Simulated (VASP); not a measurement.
The system is GaP.

```
Ga P
1.0
     0.00000    2.74330    2.74330
     2.74330    0.00000    2.74330
     2.74330    2.74330    0.00000
Ga P
1 1
Direct
  0.00000 0.00000 0.00000
  0.75000 0.75000 0.75000
```

Base run:

| Property | Result |
| --- | --- |
| Program | VASP 6.6.1 |
| Functional | PBEsol |
| Potentials or basis | VASP PAW PBE potentials, release 64 (Ga_d, P) |
| Cutoff | 520 eV |
| k mesh | 8 × 8 × 8 |
| Occupations | fermi-dirac, width 0.05 eV |
| Spin | no spin polarisation |

Its results: band gap on the k mesh 1.53 eV, indirect (least direct gap 1.59 eV); pressure -2.2 GPa.

Task: The run is repeated on the same cell with these changes: functional from PBEsol to PBE; dispersion from none to D4. What comes out?

Result: Band gap on the k mesh 1.61 eV, indirect (least direct gap 1.66 eV); pressure -2.4 GPa.

Several settings changed at once, so the effect can't be laid on one alone.

Caveats: the PAW data sets were made with another functional, which shifts forces and pressure a little (some runs).

A k mesh can miss the band edges.
